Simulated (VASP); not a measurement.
Wanted: the native input for a VASP 6.6.1 run.

```yaml
Task: single point
Functional: PBE
Potentials_or_basis: VASP PAW PBE potentials, release 64 (Fe, O)
Cutoff: 520 eV
k_mesh: 12 × 12 × 12
Occupations: gaussian, width 0.02 eV
Spin: collinear spin, ferromagnetic start
Starting_moments: "[3.9, 0.17] μB"
Hubbard_terms: Fe d U = 5.3 eV
Dipole_correction: no
Further_INCAR_settings: ALGO = Normal; EDIFF = 1e-07; NBANDS = 18
```

The structure of FeO lies in POSCAR:

```
FeO
1.0
    1.5388638678      0.8884634683      2.3953538088
   -1.5388638678      0.8884634683      2.3953538088
    0.0000000000     -1.7769269366      2.3953538088
Fe O
1 1
Direct
    0.0000000000      0.0000000000      0.0000000000
    0.5000000000      0.5000000000      0.5000000000
```

One way to write it, as run:

INCAR

```
SYSTEM = FeO
PREC = Accurate
ENCUT = 520
EDIFF = 1E-7
ISMEAR = 0
SIGMA = 0.02
LREAL = .False.
LASPH = .True.
NELM = 150
ALGO = Normal
ISIF = 2
LWAVE = .False.
LCHARG = .False.
ISPIN = 2
MAGMOM = 3.9 0.17
LORBIT = 11
LMAXMIX = 4
LDAU = .True.
LDAUTYPE = 2
LDAUL = 2 -1
LDAUU = 5.3 0
LDAUJ = 0 0
LDAUPRINT = 1
GGA = PE
NBANDS = 18
```

KPOINTS

```
regular mesh
0
Gamma
  12 12 12
  0 0 0
```

Potentials or basis: VASP PAW PBE potentials, release 64 (Fe, O).

Run with:

```sh
$ cat potpaw_PBE.64/Fe/POTCAR potpaw_PBE.64/O/POTCAR > POTCAR
$ mpirun -np 1 vasp_std > vasp.out
```

Results of the run:

```yaml
Pressure: 5.4 GPa
Band_gap_on_the_k_mesh: zero (filled and empty bands overlap)
Net_moment: 4.00 μB per cell
Site_moments: Fe +3.85; O +0.18 μB
Valence_electrons_inside_the_program's_atomic_spheres: Fe 6.80; O 5.03
```

Caveat: the cell stands under pressure; a cell with one magnetic atom can't hold antiferromagnetic order, which such compounds often take.

Run time: 67 s on 1 thread of Intel(R) Xeon(R) 6975P-C (Granite Rapids), on a shared host, peak memory 0.23 GiB.
